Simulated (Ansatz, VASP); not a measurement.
# One calculation of TaN, two programs

The input INCAR:

```
SYSTEM = TaN
PREC     = Accurate       ! precision mode
ENCUT    = 520            ! plane-wave cutoff, eV
EDIFF    = 1E-6           ! SCF threshold, eV
ISMEAR   = 0              ! smearing method
SIGMA    = 0.15           ! smearing width, eV
LREAL    = .FALSE.        ! projectors in reciprocal space
LASPH    = .TRUE.         ! aspherical terms in the spheres
NELM     = 100            ! most SCF steps
ALGO     = Normal         ! electronic algorithm
ISIF     = 2              ! what is computed and relaxed
LWAVE    = .FALSE.        ! write WAVECAR
LCHARG   = .FALSE.        ! write CHGCAR
GGA      = PS             ! functional
NBANDS   = 24             ! bands
```

Contents of KPOINTS:

```
regular mesh
0
G
  14 14 10
  0 0 0
```

POSCAR

```
TaN
1.0
    0.0000000000     -2.1874436362     -2.1874436362
    0.0000000000      2.1874436362     -2.1874436362
    4.3748872723      0.0000000000      0.0000000000
Ta N
2 2
Direct
    0.5355751853      0.4644248147     -0.0069550590
   -0.0355751853      0.0355751853      0.5069550590
    0.4609132786      0.5390867214      0.4850967589
    0.0390867214     -0.0390867214      0.0149032411
```

Input for Ansatz:

```yaml
crystal:
  lattice:
    - [0.0, -2.1874436362, -2.1874436362]
    - [0.0, 2.1874436362, -2.1874436362]
    - [4.3748872723, 0.0, 0.0]
  atoms:
    - { symbol: Ta, position: [0.5355751853, 0.4644248147, -0.006955059] }
    - { symbol: Ta, position: [-0.0355751853, 0.0355751853, 0.506955059] }
    - { symbol: "N", position: [0.4609132786, 0.5390867214, 0.4850967589] }
    - { symbol: "N", position: [0.0390867214, -0.0390867214, 0.0149032411] }
basis:
  ecutwfc: 520.0
kpoints:
  mp_grid: { grid: [14, 14, 10] }
hamiltonian:
  xc: pbesol
  pseudopotentials: { kind: paw, azcp: { folder: soft_1 } }
scf:
  occupations: { method: gaussian, width: 0.15 }
output:
  forces: true
  stress: true
  eigenvalues: true
```

Change from the starting cell: mode 1 frozen in at -0.065 Å and mode 2 at -0.171 Å (largest displacements).

Alike in both runs: task single point; functional PBEsol; k mesh 14 × 14 × 10; occupations gaussian, width 0.15 eV; no spin polarisation.

|  | VASP | Ansatz |
| --- | --- | --- |
| version | VASP 6.6.1 | Ansatz 0.2.0 |
| potentials or method | VASP PAW PBE potentials, release 64 (Ta_pv, N), cutoff 520 eV | scalar-relativistic, plane waves, PAW |
| valence electrons in the cell | 32 | 36 |

VASP gave:

```
gap on the k mesh at the Fermi level (eV)                     : none
pressure (GPa)                                                : 1.4
traceless stress, the component that is largest in VASP (GPa) : 8.30
rms of the force components (eV/Å)                            : 0.383
```

Task: Which values does Ansatz return?

Result: gap on the k mesh at the Fermi level (eV): none; pressure (GPa): 0.2; traceless stress, the component that is largest in VASP (GPa): 8.19; rms of the force components (eV/Å): 0.383.

VASP's potentials were made for PBE, not for PBEsol, and Ansatz warns of the same on its side. Atom by atom the forces differ by 0.011 eV/Å (rms over components). A gap of «none» marks a metal or a gap that the smearing closes. VASP's potentials hold 32 valence electrons a cell and Ansatz's 36, so a difference there can come from the potentials and not from the codes.

Neither program's run includes spin-orbit coupling.
